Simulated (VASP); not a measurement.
# NiSb2 (Pnnm) in VASP: single point with LDA

Aim: the single point of NiSb2 with LDA.

Everything below comes from runs of VASP 6.6.1. Logs are shortened: lines on timing, memory, paths and dates and some standing lists are left out, and cuts for length are marked.

**1. The cell of the first run**

Symmetry: Pnnm, No. 58, orthorhombic system. The conventional cell has a = 5.241 Å, b = 6.368 Å, c = 3.890 Å, α = 90.00°, β = 90.00°, γ = 90.00°. Ni (site symmetry 2/m) has 6 Sb at 2.56 to 2.60 Å within 3.4 Å. Sb (site symmetry m) has 3 Ni at 2.56 to 2.60 Å and 6 Sb at 2.92 to 3.55 Å within 3.6 Å.

**2. Single point, LDA**

The input, INCAR:

```
SYSTEM = NiSb2
PREC = Accurate
ENCUT = 520
EDIFF = 1E-6
ISMEAR = 0
SIGMA = 0.1
LREAL = .False.
LASPH = .True.
NELM = 100
ALGO = Normal
ISIF = 2
LWAVE = .False.
LCHARG = .True.
LELF = .True.
LVHAR = .True.
NBANDS = 29
```

The input, KPOINTS:

```
Automatic mesh
0
Gamma
  8 6 10
  0 0 0
```

The input, POSCAR:

```
NiSb2
1.0
    5.2408614945      0.0000000000      0.0000000000
    0.0000000000      6.3682752266      0.0000000000
    0.0000000000      0.0000000000      3.8896618289
Ni Sb
2 4
Direct
    0.0000000000      0.0000000000      0.0000000000
    0.5000000000      0.5000000000      0.5000000000
    0.2198945660      0.3588359698      0.0000000000
    0.7801054340      0.6411640302      0.0000000000
    0.7198945660      0.1411640302      0.5000000000
    0.2801054340      0.8588359698      0.5000000000
```

Potentials or basis: VASP PAW LDA potentials, release 64 (Ni, Sb).

On the command line:

```console
$ cat potpaw_LDA.64/Ni/POTCAR potpaw_LDA.64/Sb/POTCAR > POTCAR
$ mpirun -np 1 vasp_std > vasp.out
```

OUTCAR:

```text
SYSTEM = NiSb2
   PREC = Accurate
   ENCUT = 520
   EDIFF = 1E-6
   ISMEAR = 0
   LREAL = .False.
   LASPH = .True.
   NELM = 100
   ISIF = 2

 ion  position               nearest neighbor table
   1  0.000  0.000  0.000-   3 2.56   4 2.56   5 2.60   6 2.60   5 2.60   6 2.60
   2  0.500  0.500  0.500-   5 2.56   6 2.56   3 2.60   4 2.60   3 2.60   4 2.60
   3  0.220  0.359  0.000-   1 2.56   2 2.60   2 2.60   4 2.92   4 3.44   5 3.55   5 3.55   5 3.55
                             5 3.55   6 3.74   6 3.74   6 3.74   6 3.74
   4  0.780  0.641  0.000-   1 2.56   2 2.60   2 2.60   3 2.92   3 3.44   6 3.55   6 3.55   6 3.55
                             6 3.55   5 3.74   5 3.74   5 3.74   5 3.74
   5  0.720  0.141  0.500-   2 2.56   1 2.60   1 2.60   6 2.92   6 3.44   3 3.55   3 3.55   3 3.55
                             3 3.55   4 3.74   4 3.74   4 3.74   4 3.74
   6  0.280  0.859  0.500-   2 2.56   1 2.60   1 2.60   5 2.92   5 3.44   4 3.55   4 3.55   4 3.55
                             4 3.55   3 3.74   3 3.74   3 3.74   3 3.74

  LATTYP: Found a simple orthorhombic cell.
 ALAT       =     3.8896618289
 B/A-ratio  =     1.3473822983
 C/A-ratio  =     1.6372310773

  Lattice vectors:

 A1 = (   0.0000000000,   0.0000000000,   3.8896618289)
 A2 = (   5.2408614945,   0.0000000000,   0.0000000000)
 A3 = (   0.0000000000,   6.3682752266,   0.0000000000)

Analysis of symmetry for initial positions (statically):
=====================================================================
 Subroutine PRICEL returns:
 Original cell was already a primitive cell.

 Routine SETGRP: Setting up the symmetry group for a
 simple orthorhombic supercell.

 Subroutine GETGRP returns: Found  8 space group operations
 (whereof  4 operations were pure point group operations)
 out of a pool of  8 trial point group operations.

The static configuration has the point symmetry C_2h.
 The point group associated with its full space group is D_2h.

Analysis of symmetry for dynamics (positions and initial velocities):
=====================================================================
 Subroutine PRICEL returns:
 Original cell was already a primitive cell.

 Routine SETGRP: Setting up the symmetry group for a
 simple orthorhombic supercell.

 Subroutine GETGRP returns: Found  8 space group operations
 (whereof  4 operations were pure point group operations)
 out of a pool of  8 trial point group operations.

The dynamic configuration has the point symmetry C_2h.
[... 111 lines left out ...]
   NSW    =      0    number of steps for IOM
   IBRION =     -1    ionic relax: 0-MD 1-quasi-New 2-CG
   NFREE  =      0    steps in history (QN), initial steepest desc. (CG)
   ISIF   =      2    stress and relaxation
   ISYM   =      2    0-nonsym 1-usesym 2-fastsym
   POTIM  = 0.5000    time-step for ionic-motion
   TEBEG  =    0.0;   TEEND  =   0.0 temperature during run
   PSTRESS=    0.0 pullay stress
   NELECT =      40.0000    total number of electrons
   NUPDOWN=      -1.0000    fix difference up-down
   EMIN   =  10.00;   EMAX   =-10.00  energy-range for DOS
   EFERMI =   0.00;   METHOD = LEGACY
   ISMEAR =     0;   SIGMA  =   0.10  broadening in eV -4-tet -1-fermi 0-gaus
   EFERMI_NEDOS =   21; number of points for ismear=-14 and -15
   IALGO  =     38    algorithm
   IMIX   =      4    mixing-type and parameters
     AMIX     =   0.40;   BMIX     =  1.00
     AMIX_MAG =   1.60;   BMIX_MAG =  1.00
  volume/ion in A,a.u.               =      21.64       146.01
  Fermi-wavevector in a.u.,A,eV,Ry     =   1.105731  2.089528 16.635033  1.222640
  Thomas-Fermi vector in A             =   2.242222
   LORBIT       =      0    0 simple, 1 ext, 2 COOP (PROOUT), +10 PAW based schemes
   GGA     = CA    functional components
   LHFCALC =     F    Hartree Fock is set to
   AEXX    =    0.0000 exact exchange contribution
   IVDW    =     0    specifies the selected vdW correction
   LEPSILON=     F    determine dielectric tensor
   LRPA    =     F    only Hartree local field effects (RPA)
 non-spin polarized calculation
 Gauss-broadening in eV      SIGMA  =   0.10
  energy-cutoff  :      520.00
  volume of cell :      129.82
 maximum number of plane-waves:      3528
 NGX is ok and might be reduce to    40
   NGX = 19   NGY = 23   NGZ = 15

 number of electron      39.9999992 magnetization

 Free energy of the ion-electron system (eV)
  ---------------------------------------------------
  ext. energy  EPLUGINS =         0.00000000
  ---------------------------------------------------
  free energy    TOTEN  =       -33.77762162 eV

  energy without entropy =      -33.76169755  energy(sigma->0) =      -33.76965958

 E-fermi :   8.2202     XC(G=0): -10.8099

 val. band max:        8.2175891587   @ k =   0.3750   0.1667   0.3000
 cond. band min:       8.2241458888   @ k =   0.5000   0.5000   0.0000
 fundamental gap:      0.0065567301
 Fermi energy:         8.2201814428

 k-point     1 :       0.0000    0.0000    0.0000
  band No.  band energies     occupation
      1      -4.1906      2.00000
      2      -1.2177      2.00000
      3      -0.8789      2.00000
      4       0.2170      2.00000
      5       2.5129      2.00000
      6       3.8603      2.00000
[... 757 lines left out ...]
     28      13.4557      0.00000
     29      14.3997      0.00000

 [... further k-points ...]

------------------------ aborting loop because EDIFF is reached ----------------------------------------

  FORCE on cell =-STRESS in cart. coord.  units (eV):
  Direction    XX          YY          ZZ          XY          YZ          ZX
  --------------------------------------------------------------------------------------
  -------------------------------------------------------------------------------------
  Total       -5.0683553     -5.2975359     -5.2228572      0.0000000      0.0000000      0.0000000
  in kB      -62.5520117    -65.3804853    -64.4588249      0.0000000      0.0000000      0.0000000
  external PRESSURE =     -64.1304407 kB  Pullay stress =       0.0000000 kB

 VOLUME and BASIS-vectors are now :
 -----------------------------------------------------------------------------
  energy-cutoff  :      520.00
  volume of cell :      129.82
      direct lattice vectors                 reciprocal lattice vectors
     5.240861494  0.000000000  0.000000000     0.190808324  0.000000000  0.000000000
     0.000000000  6.368275227  0.000000000     0.000000000  0.157028389  0.000000000
     0.000000000  0.000000000  3.889661829     0.000000000  0.000000000  0.257091759

 POSITION                                       TOTAL-FORCE (eV/Angst)
 -----------------------------------------------------------------------------------
      0.00000      0.00000      0.00000        -0.000000      0.000000      0.000000
      2.62043      3.18414      1.94483        -0.000000      0.000000      0.000000
      1.15244      2.28517      0.00000         0.084819     -0.022472      0.000000
      4.08842      4.08311      0.00000        -0.084819      0.022472      0.000000
      3.77287      0.89897      1.94483         0.084819      0.022472      0.000000
      1.46799      5.46930      1.94483        -0.084819     -0.022472      0.000000
 -----------------------------------------------------------------------------------
    total drift:                               -0.000000      0.000000     -0.000000

  FREE ENERGIE OF THE ION-ELECTRON SYSTEM (eV)
  ---------------------------------------------------
  free  energy   TOTEN  =       -33.7776216189 eV

  energy  without entropy=      -33.7616975457  energy(sigma->0) =      -33.76965958
```

Wall time 4.9 min (1 thread of AMD EPYC 7R13 (Zen 3), shared host); peak memory 0.44 GiB.

What came out:

```
Free energy            : -33.7776 eV
Pressure               : -6.4 GPa
Largest force          : 0.088 eV/Å
Band gap on the k mesh : zero (bands 20 and 21 overlap by 1.91 eV)
```

Forces in eV/Å, atoms in the order of the input:
```
Ni   0.000  0.000  0.000
Ni   0.000  0.000  0.000
Sb   0.085 -0.022  0.000
Sb  -0.085  0.022  0.000
Sb   0.085  0.022  0.000
Sb  -0.085 -0.022  0.000
```

Caveat: the cell stands under tension; spin-orbit coupling is left out, which moves the levels of the heavy elements. Spin polarisation is off, so any magnetic state and its effect on volume and gap are missing.
